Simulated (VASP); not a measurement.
Wanted: the native input for a VASP 6.6.1 run.

```yaml
Task: single point
Functional: PBE
Potentials_or_basis: VASP PAW PBE potentials, release 64 (Li_sv, Si, Ni)
Cutoff: 520 eV
k_mesh: 12 × 12 × 6
Occupations: gaussian, width 0.1 eV
Spin: no spin polarisation
Dipole_correction: no
Further_INCAR_settings: ALGO = Fast; EDIFF = 1e-06; NBANDS = 46
```

The structure of LiSi2Ni6 lies in POSCAR:

```
LiSi2Ni6
1.0
    3.9754344747      0.0000000000      0.0000000000
   -1.9877172373      3.4428272461      0.0000000000
    0.0000000000      0.0000000000      7.4135131465
Li Si Ni
1 2 6
Direct
    0.0000000000      0.0000000000      0.0000000000
    0.0000000000      0.0000000000      0.3271330629
    0.0000000000      0.0000000000      0.6728669371
    0.3333333333      0.6666666667      0.1722445632
    0.3333333333      0.6666666667      0.5000000000
    0.3333333333      0.6666666667      0.8277554368
    0.6666666667      0.3333333333      0.1722445632
    0.6666666667      0.3333333333      0.5000000000
    0.6666666667      0.3333333333      0.8277554368
```

One way to write it, as run:

INCAR

```
SYSTEM = LiSi2Ni6
  ALGO = Fast
  EDIFF = 1E-6
  ENCUT = 520
  GGA = PE
  ISIF = 2
  ISMEAR = 0
  LASPH = .True.
  LCHARG = .False.
  LREAL = .False.
  LWAVE = .False.
  NBANDS = 46
  NELM = 100
  PREC = Accurate
  SIGMA = 0.1
```

KPOINTS

```
k-points
0
Gamma
  12 12 6
  0 0 0
```

Potentials or basis: VASP PAW PBE potentials, release 64 (Li_sv, Si, Ni).

Launch:

```console
$ cat potpaw_PBE.64/Li_sv/POTCAR potpaw_PBE.64/Si/POTCAR potpaw_PBE.64/Ni/POTCAR > POTCAR
$ mpirun -np 1 vasp_std > vasp.out
```

Results of the run:

The largest force is 0.016 eV/Å. The band gap on the k mesh is zero (an odd number of electrons rules out a gap without spin polarisation).

Run time: 19 min on 1 thread of Oxide Virtual Turin-like Processor, on a shared host, peak memory 0.37 GiB.
